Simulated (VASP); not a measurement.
# Cd (R-3m) in VASP: a series of runs

Runs on Cd. Level: PBEsol. Tasks: single point.

Everything below comes from runs of VASP 6.6.1. Logs are shortened: lines on timing, memory, paths and dates and some standing lists are left out, and cuts for length are marked.

## Step 1: The cell of the first run

It takes space group R-3m (No. 166, trigonal). The conventional cell has a = 2.855 Å, b = 2.855 Å, c = 20.960 Å, α = 90.00°, β = 90.00°, γ = 120.00°. Cd (site symmetry -3m) has 12 Cd at 2.85 to 2.86 Å within 3.8 Å. Cd (site symmetry 3m) has 12 Cd at 2.85 to 2.86 Å within 3.8 Å.

## Step 2: Single point, PBEsol

The input, INCAR:

```
PREC = Accurate
ENCUT = 520
EDIFF = 1E-6
ISMEAR = 0
SIGMA = 0.1
LREAL = F
LASPH = T
NELM = 60
ALGO = Fast
ISIF = 2
LWAVE = F
LCHARG = F
GGA = PS
NBANDS = 25
```

The input, KPOINTS:

```
Automatic mesh
0
Gamma
  6 6 6
```

The input, POSCAR:

```
Cd
1.0
    1.4276166308      0.8242348461      6.9866193184
   -1.4276166308      0.8242348461      6.9866193184
    0.0000000000     -1.6484696922      6.9866193184
Cd
3
Direct
    0.0000000000      0.0000000000      0.0000000000
    0.7776871195      0.7776871195      0.7776871195
    0.2223128805      0.2223128805      0.2223128805
```

Potentials or basis: VASP PAW PBE potentials, release 64 (Cd).

Run with:

```console
> cat potpaw_PBE.64/Cd/POTCAR > POTCAR
> mpirun -np 1 vasp_std > vasp.out
```

OUTCAR:

```text
PREC = Accurate
   ENCUT = 520
   EDIFF = 1E-6
   ISMEAR = 0
   LREAL = F
   LASPH = T
   NELM = 60
   ISIF = 2
   GGA = PS

 ion  position               nearest neighbor table
   1  0.000  0.000  0.000-   2 2.85   2 2.85   3 2.85   3 2.85   2 2.85   3 2.85
   2  0.778  0.778  0.778-   1 2.85   1 2.85   1 2.85   3 2.86   3 2.86   3 2.86
   3  0.222  0.222  0.222-   1 2.85   1 2.85   1 2.85   2 2.86   2 2.86   2 2.86

  LATTYP: Found a trigonal (rhomboedric) cell.
 ALAT       =     7.1784609650
 COS(alpha) =     0.9208974459

  Lattice vectors:

 A1 = (   1.4276166308,   0.8242348461,   6.9866193184)
 A2 = (  -1.4276166308,   0.8242348461,   6.9866193184)
 A3 = (   0.0000000000,  -1.6484696922,   6.9866193184)

Analysis of symmetry for initial positions (statically):
=====================================================================
 Subroutine PRICEL returns:
 Original cell was already a primitive cell.

 Routine SETGRP: Setting up the symmetry group for a
 trigonal (rhombohedral) supercell.

 Subroutine GETGRP returns: Found 12 space group operations
 (whereof 12 operations were pure point group operations)
 out of a pool of 12 trial point group operations.

The static configuration has the point symmetry D_3d.

Analysis of symmetry for dynamics (positions and initial velocities):
=====================================================================
 Subroutine PRICEL returns:
 Original cell was already a primitive cell.

 Routine SETGRP: Setting up the symmetry group for a
 trigonal (rhombohedral) supercell.

 Subroutine GETGRP returns: Found 12 space group operations
 (whereof 12 operations were pure point group operations)
 out of a pool of 12 trial point group operations.

The dynamic configuration has the point symmetry D_3d.

 Subroutine INISYM returns: Found 12 space group operations
 (whereof 12 operations are pure point group operations),
 and found     1 'primitive' translations

----------------------------------------------------------------------------------------

                                     Primitive cell

  volume of cell :      49.3266

  direct lattice vectors                    reciprocal lattice vectors
     1.427616631  0.824234846  6.986619318     0.350234082  0.202207741  0.047710247
    -1.427616631  0.824234846  6.986619318    -0.350234082  0.202207741  0.047710247
     0.000000000 -1.648469692  6.986619318     0.000000000 -0.404415483  0.047710247

  length of vectors
     7.178460965  7.178460965  7.178460965     0.407220027  0.407220027  0.407220027

  position of ions in fractional coordinates (direct lattice)
     0.000000000  0.000000000  0.000000000
     0.777687120  0.777687120  0.777687120
     0.222312880  0.222312880  0.222312880

  ion indices of the primitive-cell ions
   primitive index   ion index
                 1           1
                 2           2
                 3           3

----------------------------------------------------------------------------------------

 KPOINTS: Automatic mesh

Automatic generation of k-mesh.
 Grid dimensions read from file:
 generate k-points for:    6    6    6

 Generating k-lattice:

  Cartesian coordinates                     Fractional coordinates (reciprocal lattice)
     0.058372347  0.033701290  0.007951708     0.166666667 -0.000000000 -0.000000000
    -0.058372347  0.033701290  0.007951708    -0.000000000  0.166666667 -0.000000000
     0.000000000 -0.067402580  0.007951708    -0.000000000 -0.000000000  0.166666667

  Length of vectors
     0.067870005  0.067870005  0.067870005

  Shift w.r.t. Gamma in fractional coordinates (k-lattice)
     0.000000000  0.000000000  0.000000000

 Subroutine IBZKPT returns following result:
 ===========================================

 Found     32 irreducible k-points:

 Following reciprocal coordinates:
            Coordinates               Weight
  0.000000  0.000000  0.000000      1.000000
  0.166667  0.000000  0.000000      6.000000
  0.333333 -0.000000 -0.000000      6.000000
  0.500000  0.000000  0.000000      3.000000
  0.166667  0.166667  0.000000      6.000000
  0.333333  0.166667  0.000000     12.000000
[... 16 lines left out ...]
  0.500000  0.500000  0.166667      6.000000
 -0.333333  0.500000  0.166667     12.000000
 [... further k-points ...]
   k-points           NKPTS =     32   k-points in BZ     NKDIM =     32   number of bands    NBANDS=     25
   number of dos      NEDOS =    301   number of ions     NIONS =      3
   total plane-waves  NPLWV = 157464
   dimension x,y,z NGX =    54 NGY =   54 NGZ =   54
   dimension x,y,z NGXF=   108 NGYF=  108 NGZF=  108
   ions per type =               3
   NGX,Y,Z   is equivalent  to a cutoff of  12.51, 12.51, 12.51 a.u.
   NGXF,Y,Z  is equivalent  to a cutoff of  25.01, 25.01, 25.01 a.u.
 SYSTEM =  unknown system
   PREC   = accura    normal or accurate (medium, high low for compatibility)
   ISTART =      0    job   : 0-new  1-cont  2-samecut
   ICHARG =      2    charge: 1-file 2-atom 10-const
   ISPIN  =      1    spin polarized calculation?
   LNONCOLLINEAR =      F non collinear calculations
   LSORBIT =      F    spin-orbit coupling
   LASPH  =      T    aspherical Exc in radial PAW
   ENCUT  =  520.0 eV  38.22 Ry    6.18 a.u.  13.35 13.35 13.35*2*pi/ulx,y,z
   NELM   =     60;   NELMIN=  2; NELMDL= -5     # of ELM steps
   EDIFF  = 0.1E-05   stopping-criterion for ELM
   LREAL  =      F    real-space projection
   EDIFFG = 0.1E-04   stopping-criterion for IOM
   NSW    =      0    number of steps for IOM
   IBRION =     -1    ionic relax: 0-MD 1-quasi-New 2-CG
   NFREE  =      0    steps in history (QN), initial steepest desc. (CG)
   ISIF   =      2    stress and relaxation
   ISYM   =      2    0-nonsym 1-usesym 2-fastsym
   POTIM  = 0.5000    time-step for ionic-motion
   TEBEG  =    0.0;   TEEND  =   0.0 temperature during run
   PSTRESS=    0.0 pullay stress
   NELECT =      36.0000    total number of electrons
   NUPDOWN=      -1.0000    fix difference up-down
   EMIN   =  10.00;   EMAX   =-10.00  energy-range for DOS
   EFERMI =   0.00;   METHOD = LEGACY
   ISMEAR =     0;   SIGMA  =   0.10  broadening in eV -4-tet -1-fermi 0-gaus
   EFERMI_NEDOS =   21; number of points for ismear=-14 and -15
   IALGO  =     68    algorithm
   IMIX   =      4    mixing-type and parameters
     AMIX     =   0.40;   BMIX     =  1.00
     AMIX_MAG =   1.60;   BMIX_MAG =  1.00
  volume/ion in A,a.u.               =      16.44       110.96
  Fermi-wavevector in a.u.,A,eV,Ry     =   1.473948  2.785357 29.558948  2.172521
  Thomas-Fermi vector in A             =   2.588779
   LORBIT       =      0    0 simple, 1 ext, 2 COOP (PROOUT), +10 PAW based schemes
   GGA     = PS    functional components
   LHFCALC =     F    Hartree Fock is set to
   AEXX    =    0.0000 exact exchange contribution
   IVDW    =     0    specifies the selected vdW correction
   LEPSILON=     F    determine dielectric tensor
   LRPA    =     F    only Hartree local field effects (RPA)
 non-spin polarized calculation
 RMM-DIIS sequential band-by-band and
 Gauss-broadening in eV      SIGMA  =   0.10
  energy-cutoff  :      520.00
  volume of cell :       49.33
 maximum number of plane-waves:      1345
 NGX is ok and might be reduce to    54
   NGX = 27   NGY = 27   NGZ = 27

 number of electron      35.9999999 magnetization

 Free energy of the ion-electron system (eV)
  ---------------------------------------------------
  ext. energy  EPLUGINS =         0.00000000
  ---------------------------------------------------
  free energy    TOTEN  =        -2.48780635 eV

  energy without entropy =       -2.47791175  energy(sigma->0) =       -2.48285905

 E-fermi :   5.2207     XC(G=0): -12.7568

 val. band max:        5.2170443185   @ k =  -0.3333  -0.3333   0.1667
 cond. band min:       5.2280526984   @ k =  -0.1667   0.5000   0.1667
 fundamental gap:      0.0110083799
 Fermi energy:         5.2207172019

 k-point     1 :       0.0000    0.0000    0.0000
  band No.  band energies     occupation
      1      -6.1735      2.00000
      2      -5.9044      2.00000
      3      -5.8861      2.00000
      4      -5.0508      2.00000
      5      -5.0508      2.00000
      6      -5.0411      2.00000
[... 17 lines left out ...]
     24      20.9939      0.00000
     25      21.0160      0.00000

 k-point     2 :       0.1667    0.0000    0.0000
  band No.  band energies     occupation
      1      -5.6656      2.00000
      2      -5.6334      2.00000
      3      -5.5492      2.00000
      4      -5.2024      2.00000
      5      -5.1152      2.00000
      6      -4.8975      2.00000
[... 17 lines left out ...]
     24      18.5555      0.00000
     25      18.7969      0.00000

 k-point     3 :       0.3333   -0.0000   -0.0000
  band No.  band energies     occupation
      1      -5.9334      2.00000
      2      -5.8580      2.00000
      3      -5.7381      2.00000
      4      -5.5372      2.00000
      5      -5.4165      2.00000
      6      -4.9304      2.00000
[... 17 lines left out ...]
     24      15.0224      0.00000
     25      15.5374      0.00000

 k-point     4 :       0.5000    0.0000    0.0000
  band No.  band energies     occupation
      1      -6.1568      2.00000
      2      -6.0163      2.00000
      3      -5.9986      2.00000
      4      -5.7312      2.00000
      5      -5.6843      2.00000
      6      -5.0421      2.00000
[... 17 lines left out ...]
     24      14.1598      0.00000
     25      14.3708      0.00000
[... 477 lines left out ...]
 k-point    22 :      -0.1667    0.3333    0.1667
  band No.  band energies     occupation
      1      -5.9068      2.00000
      2      -5.7984      2.00000
      3      -5.7480      2.00000
      4      -5.4308      2.00000
      5      -5.1604      2.00000
      6      -5.1366      2.00000
[... 17 lines left out ...]
     24      13.1938      0.00000
     25      13.6486      0.00000

 k-point    23 :       0.5000    0.5000    0.1667
  band No.  band energies     occupation
      1      -6.0198      2.00000
      2      -5.8928      2.00000
      3      -5.6732      2.00000
      4      -5.5234      2.00000
      5      -5.2506      2.00000
      6      -5.0872      2.00000
[... 17 lines left out ...]
     24      16.8109      0.00000
     25      17.0739      0.00000

 k-point    24 :      -0.3333    0.5000    0.1667
  band No.  band energies     occupation
      1      -5.8920      2.00000
      2      -5.8407      2.00000
      3      -5.6984      2.00000
      4      -5.4552      2.00000
      5      -5.3016      2.00000
      6      -5.0855      2.00000
[... 17 lines left out ...]
     24      12.4046      0.00000
     25      13.8584      0.00000

 [... further k-points ...]

------------------------ aborting loop because EDIFF is reached ----------------------------------------

  FORCE on cell =-STRESS in cart. coord.  units (eV):
  Direction    XX          YY          ZZ          XY          YZ          ZX
  --------------------------------------------------------------------------------------
  -------------------------------------------------------------------------------------
  Total        9.1700951      9.1700951      7.8508227      0.0000000     -0.0000000      0.0000000
  in kB      297.8540580    297.8540580    255.0027427      0.0000000     -0.0000000      0.0000000
  external PRESSURE =     283.5702862 kB  Pullay stress =       0.0000000 kB

 VOLUME and BASIS-vectors are now :
 -----------------------------------------------------------------------------
  energy-cutoff  :      520.00
  volume of cell :       49.33
      direct lattice vectors                 reciprocal lattice vectors
     1.427616631  0.824234846  6.986619318     0.350234082  0.202207741  0.047710247
    -1.427616631  0.824234846  6.986619318    -0.350234082  0.202207741  0.047710247
     0.000000000 -1.648469692  6.986619318     0.000000000 -0.404415483  0.047710247

 POSITION                                       TOTAL-FORCE (eV/Angst)
 -----------------------------------------------------------------------------------
      0.00000      0.00000      0.00000         0.000000      0.000000      0.000000
      0.00000      0.00000     16.30021         0.000000     -0.000000      0.102981
      0.00000      0.00000      4.65965         0.000000      0.000000     -0.102981
 -----------------------------------------------------------------------------------
    total drift:                               -0.000000      0.000000     -0.000000

  FREE ENERGIE OF THE ION-ELECTRON SYSTEM (eV)
  ---------------------------------------------------
  free  energy   TOTEN  =        -2.4878063540 eV

  energy  without entropy=       -2.4779117498  energy(sigma->0) =       -2.48285905
```

Run time: 1.7 min. Hardware: 1 thread of Intel Xeon Platinum 8488C (Sapphire Rapids), shared host; peak memory 0.37 GiB.

What came out:

| Property | Result |
| --- | --- |
| Free energy | -2.4878 eV |
| Pressure | 28.4 GPa |
| Largest force | 0.103 eV/Å |
| Band gap on the k mesh | zero (bands 18 and 19 overlap by 1.03 eV) |

Forces on the atoms (eV/Å):
```
Cd   0.000  0.000  0.000
Cd   0.000  0.000  0.103
Cd   0.000  0.000 -0.103
```

Levels at points of the mesh, in eV from the Fermi level:
```csv
k point,band 15,band 16,band 17,band 18,band 19,band 20,band 21,band 22
"(0.00, 0.00, 0.00)",-8.97,-8.97,-7.30,-7.29,4.10,4.11,13.94,14.30
"(0.50, 0.00, 0.00)",-8.68,-3.81,-2.84,-2.39,0.73,1.19,2.35,7.60
"(0.50, 0.50, 0.00)",-8.65,-3.37,-3.26,-2.55,-0.24,2.22,4.35,5.09
"(0.50, 0.50, 0.50)",-9.34,-8.83,-8.83,-3.79,-0.85,11.12,11.12,13.88
```

Caveat: the k points lie up to 0.43 Å⁻¹ apart, too coarse for converged energies and pressures of a metal; the PAW data sets were made with another functional, which shifts forces and pressure a little.

## Step 3: Single point, PBEsol

This run uses another cell than the first one, of 20.83 Å³/atom.

The input, INCAR:

```
SYSTEM = Cd
  ALGO = Fast
  EDIFF = 1E-6
  ENCUT = 520
  GGA = PS
  ISIF = 2
  ISMEAR = 0
  LASPH = .True.
  LCHARG = .False.
  LREAL = .False.
  LWAVE = .False.
  NBANDS = 25
  NELM = 100
  PREC = Accurate
  SIGMA = 0.1
```

The input, KPOINTS:

```
k-points
0
Gamma
  12 12 12
  0 0 0
```

The input, POSCAR:

```
Cd
1.0
    1.5441736844      0.8915290924      7.5651853161
   -1.5441736844      0.8915290924      7.5651853161
    0.0000000000     -1.7830581847      7.5651853161
Cd
3
Direct
    0.0000000000      0.0000000000      0.0000000000
    0.7779979607      0.7779979607      0.7779979607
    0.2220020393      0.2220020393      0.2220020393
```

Potentials or basis: VASP PAW PBE potentials, release 64 (Cd).

Run with:

```console
> cat potpaw_PBE.64/Cd/POTCAR > POTCAR
> mpirun -np 1 vasp_std > vasp.out
```

Run time: 12 min. Hardware: 1 thread of Intel Xeon Platinum 8488C (Sapphire Rapids), shared host; peak memory 0.61 GiB.

Results (log left out):

```yaml
Free_energy: -3.5573 eV
Pressure: 0.3 GPa
Band_gap_on_the_k_mesh: zero (bands 18 and 19 overlap by 2.84 eV)
```

Forces in eV/Å, atoms in the order of the input:
```
Cd   0.000  0.000  0.000
Cd   0.000  0.000 -0.002
Cd   0.000  0.000  0.002
```

Levels at points of the mesh, in eV from the Fermi level:
| k point | band 14 | band 15 | band 16 | band 17 | band 18 | band 19 | band 20 | band 21 | band 22 | band 23 |
| --- | --- | --- | --- | --- | --- | --- | --- | --- | --- | --- |
| (0.00, 0.00, 0.00) | -8.54 | -8.48 | -8.48 | -5.99 | -5.97 | 3.33 | 3.37 | 13.35 | 13.38 | 13.39 |
| (0.50, 0.00, 0.00) | -8.30 | -8.29 | -2.86 | -2.54 | -1.58 | 0.13 | 0.98 | 1.74 | 6.52 | 7.71 |
| (0.50, 0.50, 0.00) | -8.30 | -8.28 | -2.61 | -2.36 | -2.11 | -0.71 | 1.91 | 3.23 | 4.51 | 6.47 |
| (0.50, 0.50, 0.50) | -8.44 | -8.40 | -8.40 | -8.40 | -2.61 | -1.33 | 9.58 | 9.63 | 12.84 | 12.84 |

Caveat: the PAW data sets were made with another functional, which shifts forces and pressure a little.
